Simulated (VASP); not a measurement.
Crystal: Pb.

```
CELL_PARAMETERS angstrom
0.00000 2.47525 2.47525
2.47525 0.00000 2.47525
2.47525 2.47525 0.00000
ATOMIC_POSITIONS crystal
Pb 0.00000 0.00000 0.00000
```

| Property | Result |
| --- | --- |
| Program | VASP 6.6.1 |
| Task | relaxation of cell and atoms |
| Functional | BLYP |
| Potentials or basis | VASP PAW PBE potentials, release 64 (Pb_d) |
| Cutoff | 600 eV |
| k mesh | 11 × 11 × 11 |
| Occupations | fermi-dirac, width 0.1 eV |
| Spin | no spin polarisation |

At the start: pressure 6.1 GPa; volume 30.33 Å³/atom.

**Question.** Where does the relaxation end?

**Answer.** Over 3 steps the energy falls by 74.9 meV/atom and the volume is 34.81 Å³/atom (+14.8 %); space group Fm-3m (No. 225, to 0.05 Å).

Step by step:
| step | energy change (eV) | largest force (eV/Å) | pressure (GPa) | volume (Å³) |
| --- | --- | --- | --- | --- |
| 1 | 0.0000 | 0.0000 | 6.09 | 30.33 |
| 2 | -0.0731 | 0.0000 | -0.71 | 35.68 |
| 3 | -0.0749 | 0.0000 | 0.03 | 34.81 |

Final structure:
```yaml
crystal:
  lattice:
    - [0.00000, 2.59142, 2.59142]
    - [2.59142, 0.00000, 2.59142]
    - [2.59142, 2.59142, 0.00000]
  atoms:
    - { symbol: Pb, position: [0.00000, 0.00000, 0.00000] }
```

Caveat: the PAW data sets were made with another functional, which shifts forces and pressure a little; the volume moved by +15 % from the deposited cell, more than functionals usually miss.
